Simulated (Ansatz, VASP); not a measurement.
**K: VASP beside Ansatz**

Contents of INCAR:

```
SYSTEM = K
  PREC = Accurate
  ENCUT = 520
  EDIFF = 1E-6
  ISMEAR = 0
  SIGMA = 0.1
  LREAL = .FALSE.
  LASPH = .TRUE.
  NELM = 100
  ALGO = Normal
  ISIF = 2
  LWAVE = .FALSE.
  LCHARG = .TRUE.
  GGA = PE
  LELF = .TRUE.
  LVHAR = .TRUE.
  NBANDS = 16
```

Contents of KPOINTS:

```
Automatic mesh
0
G
  4 4 4
  0 0 0
```

The input POSCAR:

```
K
1.0
   -4.1602502117      4.1602502117      2.2694932864
    4.1602502117     -4.1602502117      2.2694932864
    4.1602502117      4.1602502117     -2.2694932864
K
2
Direct
    0.0000000000      0.0000000000      0.0000000000
    0.7500000000      0.2500000000      0.5000000000
```

Input for Ansatz:

```yaml
crystal:
  lattice:
    - [-4.1602502117, 4.1602502117, 2.2694932864]
    - [4.1602502117, -4.1602502117, 2.2694932864]
    - [4.1602502117, 4.1602502117, -2.2694932864]
  atoms:
    - { symbol: K, position: [0.0, 0.0, 0.0] }
    - { symbol: K, position: [0.75, 0.25, 0.5] }
basis:
  ecutwfc: 420
kpoints:
  mp_grid: { grid: [4, 4, 4] }
hamiltonian:
  xc: pbe
scf:
  occupations: { method: gaussian, width: 0.1 }
  lower_state_search: "off"
output:
  forces: true
  stress: true
  eigenvalues: true
```

Alike in both runs: task single point; functional PBE; k mesh 4 × 4 × 4; occupations gaussian, width 0.1 eV; no spin polarisation.

```csv
,VASP,Ansatz
version,VASP 6.6.1,Ansatz 0.2.0
potentials or method,"VASP PAW PBE potentials, release 64 (K_sv), cutoff 520 eV","scalar-relativistic, plane waves, PAW"
valence electrons in the cell,18,18
```

```csv
,VASP,Ansatz,Ansatz less VASP
gap on the k mesh at the Fermi level (eV),none,none,-
pressure (GPa),-0.1,-0.1,+0.01
"traceless stress, the component that is largest in VASP (GPa)",0.13,0.13,0.000
```

A gap of «none» marks a metal or a gap that the smearing closes.

The k mesh is coarse, so the values compare programs but aren't converged.
